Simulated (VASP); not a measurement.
The system is Bi.

```
Bi
1.0
     3.30018    0.00000    0.00000
     0.00000    3.30018    0.00000
     0.00000    0.00000    3.30018
Bi
1
Cartesian
  0.0000 0.0000 0.0000
```

* Program: VASP 6.6.1
* Task: relaxation of cell and atoms
* Functional: r2SCAN
* Potentials or basis: VASP PAW PBE potentials, release 64 (Bi_d)
* Cutoff: 550 eV
* k mesh: 12 × 12 × 12
* Occupations: gaussian, width 0.1 eV
* Spin: no spin polarisation

At the start: pressure -1.9 GPa; volume 35.94 Å³/atom.

How do energy, volume and symmetry change on relaxing?

Over 3 steps the energy falls by 9.2 meV/atom and the volume is 34.49 Å³/atom (-4.1 %); space group Pm-3m (No. 221, to 0.05 Å).

The path:
```
step  energy change (eV)  largest force (eV/Å)  pressure (GPa)  volume (Å³)
   1              0.0000                0.0000           -1.94        35.94
   2             -0.0064                0.0000            1.21        33.73
   3             -0.0092                0.0000            0.00        34.49
```

Final structure:
```
CELL_PARAMETERS angstrom
3.25497 0.00000 0.00000
0.00000 3.25497 0.00000
0.00000 0.00000 3.25497
ATOMIC_POSITIONS crystal
Bi 0.00000 0.00000 0.00000
```

Caveat: the PAW data sets were made with another functional, which shifts forces and pressure a little.
